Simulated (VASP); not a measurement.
Input of a VASP 6.6.1 run:

Contents of POSCAR:

```
YH3O3
1.0
    6.3631176383      0.0000000000      0.0000000000
   -3.1815588192      5.5106215220      0.0000000000
    0.0000000000      0.0000000000      3.5526140000
Y H O
2 6 6
Direct
    0.3333333333      0.6666666667      0.2500000000
    0.6666666667      0.3333333333      0.7500000000
    0.8615549900      0.1401589900      0.2500000000
    0.7213960000      0.8615549900      0.7500000000
    0.2786040000      0.1384450100      0.2500000000
    0.1384450100      0.8598410100      0.7500000000
    0.1401589900      0.2786040000      0.7500000000
    0.8598410100      0.7213960000      0.2500000000
    0.6031529900      0.6886869900      0.7500000000
    0.6886869900      0.0855340000      0.2500000000
    0.3968470100      0.3113130100      0.2500000000
    0.3113130100      0.9144660000      0.7500000000
    0.0855340000      0.3968470100      0.7500000000
    0.9144660000      0.6031529900      0.2500000000
```

File INCAR.step1:

```
PREC = Accurate
ENCUT = 520
ISMEAR = -1
SIGMA = 0.02
LREAL = F
LASPH = T
NELM = 60
NBANDS = 45
GGA = PE
ALGO = Normal
EDIFF = 1E-4
LWAVE = T
LCHARG = F
```

Contents of INCAR.step2:

```
PREC = Accurate
ENCUT = 520
EDIFF = 1E-8
ISMEAR = -1
SIGMA = 0.02
LREAL = F
LASPH = T
NELM = 60
ALGO = Normal
ISIF = 2
LWAVE = F
LCHARG = F
METAGGA = R2SCAN
LMIXTAU = T
LEFG = T
NBANDS = 45
ISTART = 1
```

File KPOINTS:

```
regular mesh
0
Gamma
  4 4 6
```

Potentials or basis: VASP PAW PBE potentials, release 64 (Y_sv, H, O).

The run is started by

```sh
$ cat potpaw_PBE.64/Y_sv/POTCAR potpaw_PBE.64/H/POTCAR potpaw_PBE.64/O/POTCAR > POTCAR
$ cp INCAR.step1 INCAR
$ mpirun -np 1 vasp_std > vasp.out
$ cp INCAR.step2 INCAR
$ mpirun -np 1 vasp_std > vasp.out
```

Question: What does it give for the largest force?

Answer: 0.371 eV/Å.

Question: Predict the band gap on the k mesh.

Answer: 4.30 eV, direct.

Question: Predict the pressure.

Answer: -4.2 GPa.

Forces on the atoms (eV/Å):
```
Y    0.000  0.000  0.000
Y    0.000  0.000  0.000
H   -0.352 -0.117  0.000
H   -0.074 -0.364  0.000
H    0.074  0.364  0.000
H    0.352  0.117  0.000
H   -0.278  0.246  0.000
H    0.278 -0.246  0.000
O   -0.013  0.281  0.000
O    0.237  0.152  0.000
O    0.013 -0.281  0.000
O   -0.237 -0.152  0.000
O    0.250 -0.129  0.000
O   -0.250  0.129  0.000
```

Caveat: without QUAD_EFG the Cq values of the log hold for a quadrupole moment of 1 mb, not for the nuclei; the PAW data sets were made with another functional, which shifts forces and pressure a little. r2SCAN opens gaps a little over a GGA but as a rule still falls short of measured ones.
